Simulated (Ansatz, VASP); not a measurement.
**One calculation of Ru, two programs**

INCAR

```
PREC = Accurate
ENCUT = 520
EDIFF = 1E-6
ISMEAR = -1
SIGMA = 0.03
LREAL = F
LASPH = T
NELM = 100
ALGO = Normal
ISIF = 2
LWAVE = F
LCHARG = F
GGA = PE
NBANDS = 21
```

The input KPOINTS:

```
Automatic mesh
0
Gamma
  14 14 8
```

File POSCAR:

```
Ru
1.0
    2.7057993342      0.0000000000      0.0000000000
   -1.3528996671      2.3432909610      0.0000000000
    0.0000000000      0.0000000000      4.2819000000
Ru
2
Direct
    0.3333333333      0.6666666667      0.2500000000
    0.6666666667      0.3333333333      0.7500000000
```

Input for Ansatz:

```yaml
crystal:
  lattice:
    - [2.7057993342, 0.0, 0.0]
    - [-1.3528996671, 2.343290961, 0.0]
    - [0.0, 0.0, 4.2819]
  atoms:
    - { symbol: Ru, position: [0.3333333333, 0.6666666667, 0.25] }
    - { symbol: Ru, position: [0.6666666667, 0.3333333333, 0.75] }
kpoints:
  mp_grid: { grid: [14, 14, 8] }
  band_path:
    path:
      - [0.0, 0.0, 0.0]
      - [0.5, 0.0, 0.0]
      - [0.3333333333, 0.3333333333, 0.0]
      - [0.0, 0.0, 0.0]
      - [0.0, 0.0, 0.5]
      - [0.5, 0.0, 0.5]
      - [0.3333333333, 0.3333333333, 0.5]
      - [0.0, 0.0, 0.5]
      - [0.5, 0.0, 0.5]
    npoints: 5
scf:
  occupations: { method: fermi_dirac, width: 0.03 }
hamiltonian:
  xc: pbe
  pseudopotentials:
    kind: all_electron
    lapw: { basis_error: 0.0005 }
    relativity: none
output:
  forces: true
  stress: true
  eigenvalues: true
```

Alike in both runs: task single point; functional PBE; k mesh 14 × 14 × 8; occupations fermi-dirac, width 0.03 eV; no spin polarisation.

|  | VASP | Ansatz |
| --- | --- | --- |
| version | VASP 6.6.1 | Ansatz 0.2.0 |
| potentials or method | VASP PAW PBE potentials, release 64 (Ru_pv), cutoff 520 eV | all-electron LAPW, non-relativistic |

VASP gave:

```
pressure (GPa)                                                : 4.5
traceless stress, the component that is largest in VASP (GPa) : -1.09
```

Q: What did Ansatz give for the same quantities?

A: Pressure (GPa): 13.0; traceless stress, the component that is largest in VASP (GPa): -0.67.

One of these differences is far larger than is usual between the two programs; its cause wasn't traced. Ansatz ran all-electron here, and VASP with PAW potentials.
